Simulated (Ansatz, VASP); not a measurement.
One calculation of BaS, two programs

Contents of INCAR:

```
PREC     = Accurate       # precision mode
ENCUT    = 520            # plane-wave cutoff, eV
EDIFF    = 1E-8           # SCF threshold, eV
ISMEAR   = -1             # smearing method
SIGMA    = 0.02           # smearing width, eV
LREAL    = False          # projectors in reciprocal space
LASPH    = True           # aspherical terms in the spheres
NELM     = 80             # most SCF steps
ALGO     = Normal         # electronic algorithm
ISIF     = 2              # what is computed and relaxed
LWAVE    = False          # write WAVECAR
LCHARG   = False          # write CHGCAR
GGA      = PS             # functional
LEFG     = True         
NBANDS   = 15             # bands
```

Contents of KPOINTS:

```
Automatic mesh
0
Gamma
  8 8 8
```

Contents of POSCAR:

```
BaS
1.0
    0.0000000000      3.2563884516      3.2563884516
    3.2563884516      0.0000000000      3.2563884516
    3.2563884516      3.2563884516      0.0000000000
Ba S
1 1
Direct
    0.0000000000      0.0000000000      0.0000000000
    0.5000000000      0.5000000000      0.5000000000
```

Input for Ansatz:

```yaml
crystal:
  lattice:
    - [0.0, 3.2563884516, 3.2563884516]
    - [3.2563884516, 0.0, 3.2563884516]
    - [3.2563884516, 3.2563884516, 0.0]
  atoms:
    - { symbol: Ba, position: [0.0, 0.0, 0.0] }
    - { symbol: S, position: [0.5, 0.5, 0.5] }
kpoints:
  mp_grid: { grid: [8, 8, 8] }
scf:
  occupations: { method: fermi_dirac, width: 0.02 }
hamiltonian:
  xc: pbesol
  pseudopotentials: { kind: all_electron, datasets: crystal }
output:
  forces: true
  stress: true
  eigenvalues: true
  efg: { contact_densities: true }
```

Change from the starting cell: volume scaled by 1.06, crystal datasets.

Alike in both runs: task electric field gradients; functional PBEsol; k mesh 8 × 8 × 8; occupations fermi-dirac, width 0.02 eV; no spin polarisation.

|  | VASP | Ansatz |
| --- | --- | --- |
| version | VASP 6.6.1 | Ansatz 0.2.0 |
| potentials or method | VASP PAW PBE potentials, release 64 (Ba_sv, S), cutoff 520 eV | all-electron PAW with datasets made for the crystal, scalar-relativistic |

```csv
,VASP,Ansatz,Ansatz less VASP
gap on the k mesh at the Fermi level (eV),2.08,2.16,+0.087
pressure (GPa),-2.8,-3.2,-0.50
```

VASP's potentials were made for PBE, not for PBEsol. Ansatz ran all-electron here, and VASP with PAW potentials.

Neither program's run includes spin-orbit coupling.
